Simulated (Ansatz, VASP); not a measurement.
## One calculation of Os, two programs

The input INCAR:

```
SYSTEM = Os
PREC = Accurate
ENCUT = 520
EDIFF = 1E-7
ISMEAR = -1
SIGMA = 0.05
LREAL = .False.
LASPH = .True.
NELM = 100
ALGO = Normal
ISIF = 2
LWAVE = .False.
LCHARG = .False.
GGA = CA
NBANDS = 15
```

The input KPOINTS:

```
regular mesh
0
Gamma
  13 13 13
  0 0 0
```

The input POSCAR:

```
Os
1.0
    0.0000000000      2.4966339541      2.4966339541
    2.4966339541      0.0000000000      2.4966339541
    2.4966339541      2.4966339541      0.0000000000
Os
2
Direct
   -0.1250000000     -0.1250000000     -0.1250000000
    0.1250000000      0.1250000000      0.1250000000
```

Input for Ansatz:

```yaml
crystal:
  lattice:
    - [0.0, 2.4966339541, 2.4966339541]
    - [2.4966339541, 0.0, 2.4966339541]
    - [2.4966339541, 2.4966339541, 0.0]
  atoms:
    - { symbol: Os, position: [-0.125, -0.125, -0.125] }
    - { symbol: Os, position: [0.125, 0.125, 0.125] }
kpoints:
  mp_grid: { grid: [13, 13, 13] }
  band_path:
    path:
      - [0.0, 0.0, 0.0]
      - [0.5, 0.0, 0.5]
      - [0.625, 0.25, 0.625]
      - [0.375, 0.375, 0.75]
      - [0.0, 0.0, 0.0]
      - [0.5, 0.5, 0.5]
      - [0.5, 0.25, 0.75]
      - [0.5, 0.0, 0.5]
    npoints: 8
scf:
  occupations: { method: fermi_dirac, width: 0.05 }
hamiltonian:
  xc: lda
  pseudopotentials: { kind: all_electron, lapw: { basis_error: 0.001 } }
output:
  forces: true
  stress: true
  eigenvalues: true
  populations: true
  dos: { projected: true, de: 0.2, e_range: [-14, 8] }
```

Change from the starting cell: volume scaled by 0.76, LAPW.

Alike in both runs: task single point; functional LDA; k mesh 13 × 13 × 13; occupations fermi-dirac, width 0.05 eV; no spin polarisation.

|  | VASP | Ansatz |
| --- | --- | --- |
| version | VASP 6.6.1 | Ansatz 0.2.0 |
| potentials or method | VASP PAW LDA potentials, release 64 (Os), cutoff 520 eV | all-electron LAPW, scalar-relativistic |

Ansatz gave:

```
pressure (GPa) : 117.5
```

**Question.** Estimate VASP's values.

**Answer.** Pressure (GPa): 109.6.

LDA's correlation is that of Perdew and Zunger in VASP and of Perdew and Wang (1992) in Ansatz. Both programs put the cell under a high pressure, so it lies far from rest at this level. Ansatz ran all-electron here, and VASP with PAW potentials.

Spin-orbit coupling is off throughout. Noted on VASP's run: the cell as given lies far from equilibrium.
